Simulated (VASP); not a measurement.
Input of a VASP 6.6.1 run:

Contents of INCAR:

```
SYSTEM = MoS2
PREC = Accurate
ENCUT = 520
EDIFF = 1E-7
ISMEAR = 1
SIGMA = 0.115
LREAL = .False.
LASPH = .True.
NELM = 100
ALGO = Normal
ISIF = 2
LWAVE = .False.
LCHARG = .False.
GGA = PS
NBANDS = 35
```

KPOINTS

```
regular mesh
0
Gamma
  12 12 2
  0 0 0
```

The input POSCAR:

```
MoS2
1.0
    3.1731000000      0.0000000000      0.0000000000
   -1.5865500000      2.7479852087      0.0000000000
    0.0000000000      0.0000000000     12.3189000000
Mo S
2 4
Direct
    0.3333333333      0.6666666667      0.2500000000
    0.6666666667      0.3333333333      0.7500000000
    0.3333333333      0.6666666667      0.6259932117
    0.6666666667      0.3333333333      0.1259932117
    0.3333333333      0.6666666667      0.8740067883
    0.6666666667      0.3333333333      0.3740067883
```

Potentials or basis: VASP PAW PBE potentials, release 64 (Mo_sv, S).

Launch:

```sh
$ cat potpaw_PBE.64/Mo_sv/POTCAR potpaw_PBE.64/S/POTCAR > POTCAR
$ mpirun -np 1 vasp_std > vasp.out
```

(1) What does it give for the largest force?

(2) Predict the pressure.

(3) Predict the band gap on the k mesh.

Answers

(1) 0.395 eV/Å.

(2) 0.4 GPa.

(3) 0.81 eV (least direct gap 1.59 eV).

Caveat: the PAW data sets were made with another functional, which shifts forces and pressure a little; this functional lacks dispersion, which binds the layers, so the pressure and a relaxed spacing across them are unreliable.

**The experiment to reproduce.**

“Multiwavelength excitation Raman Scattering Analysis of bulk and 2 dimensional MoS2: Vibrational properties of atomically thin MoS2 layers”, 2015, arxiv:1506.03228 reports, for a bulk crystal of MoS2 at 300 K: band gap 1.3 eV (indirect).

A measured gap of MoS2 is 1.3 eV (indirect; 300 K; “Multiwavelength excitation Raman Scattering Analysis of bulk and 2 dimensional MoS2: Vibrational properties of atomically thin MoS2 layers”, 2015, arxiv:1506.03228); the calculated 0.81 eV misses it by -0.49 eV. Spin-orbit coupling on Mo is left out. The value is that of PBEsol on a finite k mesh, which can miss the band edges, without temperature or zero-point motion. Semilocal functionals fall short of measured gaps as a rule.
